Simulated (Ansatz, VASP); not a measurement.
**RbBr in VASP and in Ansatz**

```
Rb Br
1.0
     0.00000    3.42750    3.42750
     3.42750    0.00000    3.42750
     3.42750    3.42750    0.00000
Rb Br
1 1
Direct
  0.91247 0.91247 0.08753
  0.50000 0.50000 0.50000
```

Alike in both runs: task single point; functional LDA; k mesh 6 × 6 × 6; occupations gaussian, width 0.05 eV; no spin polarisation.

|  | VASP | Ansatz |
| --- | --- | --- |
| version | VASP 6.6.1 | Ansatz 0.2.0 |
| potentials or method | VASP PAW LDA potentials, release 64 (Rb_sv, Br), cutoff 520 eV | scalar-relativistic, plane waves, PAW |
| valence electrons in the cell | 16 | 16 |

|  | VASP | Ansatz | Ansatz less VASP |
| --- | --- | --- | --- |
| gap on the k mesh at the Fermi level (eV) | 3.96 | 3.95 | -0.009 |
| least direct gap on the mesh (eV) | 3.96 | 3.95 | -0.009 |
| pressure (GPa) | 1.1 | 1.0 | -0.08 |
| traceless stress, the component that is largest in VASP (GPa) | 5.13 | 5.04 | -0.093 |
| rms of the force components (eV/Å) | 0.847 | 0.831 | -0.0159 |

LDA's correlation is that of Perdew and Zunger in VASP and of Perdew and Wang (1992) in Ansatz. Atom by atom the forces differ by 0.016 eV/Å (rms over components).
